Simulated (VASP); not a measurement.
Write the native input for VASP 6.6.1 that does the following.

```yaml
Task: single point
Functional: PBEsol
Potentials_or_basis: VASP PAW PBE potentials, release 64 (Tl_d, Pd)
Cutoff: 520 eV
k_mesh: 6 × 6 × 6
Occupations: fermi-dirac, width 0.1 eV
Spin: no spin polarisation
Dipole_correction: no
Further_INCAR_settings: ALGO = Normal; EDIFF = 1e-06; NBANDS = 30
```

The structure of TlPd3 lies in POSCAR:

```
TlPd3
1.0
    4.0477200000      0.0000000000      0.0000000000
    0.0000000000      4.0477200000      0.0000000000
    0.0000000000      0.0000000000      4.0654000000
Tl Pd
1 3
Direct
    0.0000000000      0.0000000000      0.0000000000
    0.5000000000      0.5000000000      0.0000000000
    0.5000000000      0.0000000000      0.5000000000
    0.0000000000      0.5000000000      0.5000000000
```

One way to write it, as run:

INCAR

```
SYSTEM = TlPd3
  PREC = Accurate
  ENCUT = 520
  EDIFF = 1E-6
  ISMEAR = -1
  SIGMA = 0.1
  LREAL = .FALSE.
  LASPH = .TRUE.
  NELM = 100
  ALGO = Normal
  ISIF = 2
  LWAVE = .FALSE.
  LCHARG = .FALSE.
  GGA = PS
  NBANDS = 30
```

KPOINTS

```
regular mesh
0
G
  6 6 6
  0 0 0
```

Potentials or basis: VASP PAW PBE potentials, release 64 (Tl_d, Pd).

Run with:

```bash
$ cat potpaw_PBE.64/Tl_d/POTCAR potpaw_PBE.64/Pd/POTCAR > POTCAR
$ mpirun -np 1 vasp_std > vasp.out
```

Results of the run:

* Pressure: -4.7 GPa

Caveat: the PAW data sets were made with another functional, which shifts forces and pressure a little.

Wall time 42 s on 1 thread of Intel(R) Xeon(R) Platinum 8375C CPU @ 2.90GHz (Ice Lake) (shared host), peak memory 0.21 GiB.
